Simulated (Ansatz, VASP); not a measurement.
One calculation of SnP2, two programs

The input INCAR:

```
PREC = Accurate
ENCUT = 600
EDIFF = 1E-6
ISMEAR = 0
SIGMA = 0.1
LREAL = False
LASPH = True
NELM = 80
ALGO = Normal
ISIF = 3
LWAVE = False
LCHARG = False
GGA = PE
IBRION = 2
NSW = 90
EDIFFG = -0.04
```

File KPOINTS:

```
Automatic mesh
0
Gamma
  6 6 2
```

Contents of POSCAR:

```
SnP2
1.0
    3.2257829784      0.0000000000      0.0000000000
   -1.6128914892      2.7936100064      0.0000000000
    0.0000000000      0.0000000000     12.5469729908
Sn P
2 4
Direct
    0.3333333333      0.6666666667      0.2500000000
    0.6666666667      0.3333333333      0.7500000000
    0.3333333333      0.6666666667      0.6275000000
    0.6666666667      0.3333333333      0.1275000000
    0.3333333333      0.6666666667      0.8725000000
    0.6666666667      0.3333333333      0.3725000000
```

Input for Ansatz:

```yaml
crystal:
  lattice:
    - [3.2257829784, 0.0, 0.0]
    - [-1.6128914892, 2.7936100064, 0.0]
    - [0.0, 0.0, 12.5469729908]
  atoms:
    - { symbol: Sn, position: [0.3333333333, 0.6666666667, 0.25] }
    - { symbol: Sn, position: [0.6666666667, 0.3333333333, 0.75] }
    - { symbol: P, position: [0.3333333333, 0.6666666667, 0.6275] }
    - { symbol: P, position: [0.6666666667, 0.3333333333, 0.1275] }
    - { symbol: P, position: [0.3333333333, 0.6666666667, 0.8725] }
    - { symbol: P, position: [0.6666666667, 0.3333333333, 0.3725] }
basis:
  ecutwfc: 420
kpoints:
  mp_grid: { grid: [6, 6, 2] }
hamiltonian:
  xc: pbe
scf:
  occupations: { method: gaussian, width: 0.1 }
  lower_state_search: "off"
output:
  forces: true
  stress: true
  eigenvalues: true
relax:
  adjacent_minimum: "off"
  f_tol: 0.04
  max_steps: 70
  cell: { stress_tol: 0.4 }
```

Alike in both runs: task relaxation of cell and atoms; functional PBE; k mesh 6 × 6 × 2; occupations gaussian, width 0.1 eV; no spin polarisation.

|  | VASP | Ansatz |
| --- | --- | --- |
| version | VASP 6.6.1 | Ansatz 0.2.0 |
| potentials or method | VASP PAW PBE potentials, release 64 (Sn_d, P), cutoff 600 eV | scalar-relativistic, plane waves, PAW |
| valence electrons in the cell | 48 | 48 |

|  | VASP | Ansatz | Ansatz less VASP |
| --- | --- | --- | --- |
| gap on the k mesh at the Fermi level, each at its own relaxed structure (eV) | none | none | - |
| relaxed volume (Å³/atom) | 25.43 | 21.42 | -4.008 |
| relaxed length of the cell vector where the two differ most in proportion (Å) | 9.777 | 13.728 | +3.9513 |

A gap of «none» marks a metal or a gap that the smearing closes. One of these differences is far larger than is usual between the two programs; its cause wasn't traced.

The k mesh is coarse, so the values compare programs but aren't converged. Noted on VASP's run: the volume moved by over 15 % at a fixed basis, so the end points are rough.
